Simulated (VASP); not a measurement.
Runs of VASP 6.6.1 on TiO2 (Anatase). The structure is that of space group I4_1/amd (No. 141), or close to it. The cells are those of the table. 

```tsv
task	cell	k mesh	cutoff (eV)	smearing	gap on the mesh (eV)	pressure (GPa)	relaxed volume (Å³/atom)	largest force (eV/Å)
single point	a = 5.469 Å, angles 139.7, 139.7, 58.3°, 6 atoms	10 × 10 × 10	520	gaussian 0.01 eV	2.10	0.7	-	0.02
single point	a = 5.458 Å, angles 139.4, 139.4, 58.7°, 6 atoms	6 × 6 × 6	520	gaussian 0.1 eV	2.10	-0.4	-	0.01
single point	a = 5.469 Å, angles 139.7, 139.7, 58.3°, 6 atoms	12 × 12 × 12	520	gaussian 0.01 eV	2.09	0.7	-	0.02
relaxation of cell and atoms	relaxed from a = 5.458 Å, angles 139.4, 139.4, 58.7°, 6 atoms	10 × 10 × 10	600	gaussian 0.02 eV	2.09	0.0	11.33	-
relaxation of cell and atoms	relaxed from a = 5.469 Å, angles 139.7, 139.7, 58.3°, 6 atoms	12 × 12 × 12	600	gaussian 0.01 eV	(b)	0.0	(a)	-
```

Alike in all rows: level PBEsol; potentials or basis VASP PAW PBE potentials, release 64 (Ti_sv, O); no spin polarisation.

Task: Fill in the values left out.

Result: (a) 11.34; (b) 2.08.

Caveats: the PAW data sets were made with another functional, which shifts forces and pressure a little.

A k mesh can miss the band edges.
